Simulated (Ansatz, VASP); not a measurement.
## Two plane-wave programs on CdSe

File INCAR:

```
SYSTEM = CdSe
PREC = Accurate
ENCUT = 520
EDIFF = 1E-6
ISMEAR = 0
SIGMA = 0.05
LREAL = .False.
LASPH = .True.
NELM = 100
ALGO = Normal
ISIF = 2
LWAVE = .False.
LCHARG = .False.
GGA = PS
NBANDS = 16
```

The input KPOINTS:

```
Automatic mesh
0
Gamma
  10 10 10
  0 0 0
```

Contents of POSCAR:

```
CdSe
1.0
    0.0000000000      3.0532698765      3.0532698765
    3.0532698765      0.0000000000      3.0532698765
    3.1367259198      3.1367259198     -0.0834560433
Cd Se
1 1
Direct
    0.0000000000      0.0000000000      0.0000000000
    0.7500000000      0.7500000000      0.7500000000
```

Input for Ansatz:

```yaml
crystal:
  lattice:
    - [0.0, 3.0532698765, 3.0532698765]
    - [3.0532698765, 0.0, 3.0532698765]
    - [3.1367259198, 3.1367259198, -0.0834560433]
  atoms:
    - { symbol: Cd, position: [0.0, 0.0, 0.0] }
    - { symbol: Se, position: [0.75, 0.75, 0.75] }
basis:
  ecutwfc: 420
kpoints:
  mp_grid: { grid: [10, 10, 10] }
hamiltonian:
  xc: pbesol
scf:
  occupations: { method: gaussian, width: 0.05 }
output:
  forces: true
  stress: true
  eigenvalues: true
```

Alike in both runs: task single point; functional PBEsol; k mesh 10 × 10 × 10; occupations gaussian, width 0.05 eV; no spin polarisation.

|  | VASP | Ansatz |
| --- | --- | --- |
| version | VASP 6.6.1 | Ansatz 0.2.0 |
| potentials or method | VASP PAW PBE potentials, release 64 (Cd, Se), cutoff 520 eV | scalar-relativistic, plane waves, PAW |
| valence electrons in the cell | 18 | 36 |

|  | VASP | Ansatz | Ansatz less VASP |
| --- | --- | --- | --- |
| gap on the k mesh at the Fermi level (eV) | 0.36 | 0.36 | 0.000 |
| least direct gap on the mesh (eV) | 0.36 | 0.36 | 0.000 |
| pressure (GPa) | -2.0 | -2.3 | -0.27 |
| traceless stress, the component that is largest in VASP (GPa) | -0.93 | -0.90 | +0.023 |
| rms of the force components (eV/Å) | 0.102 | 0.096 | -0.0060 |

VASP's potentials were made for PBE, not for PBEsol. Atom by atom the forces differ by 0.006 eV/Å (rms over components). With one functional, cell and mesh, what is left measures potentials, basis and numerics. VASP's potentials hold 18 valence electrons a cell and Ansatz's 36, so a difference there can come from the potentials and not from the codes.
